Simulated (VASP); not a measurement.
O, 2 atoms in the cell. It takes space group C2/m (No. 12, monoclinic). The conventional cell has a = 5.586 Å, b = 3.257 Å, c = 4.274 Å, α = 90.00°, β = 123.29°, γ = 90.00°. O (site symmetry m) has 1 O at 1.20 Å within 1.6 Å. 

* Program: VASP 6.6.1
* Task: single point
* Functional: r2SCAN
* Potentials or basis: VASP PAW PBE potentials, release 64 (O)
* Cutoff: 520 eV
* k mesh: 10 × 10 × 7
* Occupations: fermi-dirac, width 0.05 eV
* Spin: no spin polarisation
* Dipole correction: no
* Further INCAR settings: ALGO = Normal; EDIFF = 1e-06; NBANDS = 13

Potentials or basis: VASP PAW PBE potentials, release 64 (O).

Run with:

```console
$ cat potpaw_PBE.64/O/POTCAR > POTCAR
$ cp INCAR.step1 INCAR
$ mpirun -np 1 vasp_std > vasp.out
$ cp INCAR.step2 INCAR
$ mpirun -np 1 vasp_std > vasp.out
```

Hardware: 1 thread of Intel(R) Xeon(R) Platinum 8488C (Sapphire Rapids), on a shared host.

Q: Estimate the wall time of this run.

A: It took 3.7 min on 1 thread of Intel(R) Xeon(R) Platinum 8488C (Sapphire Rapids), with other jobs on the host, peak memory 0.19 GiB. Counts: k points 196.
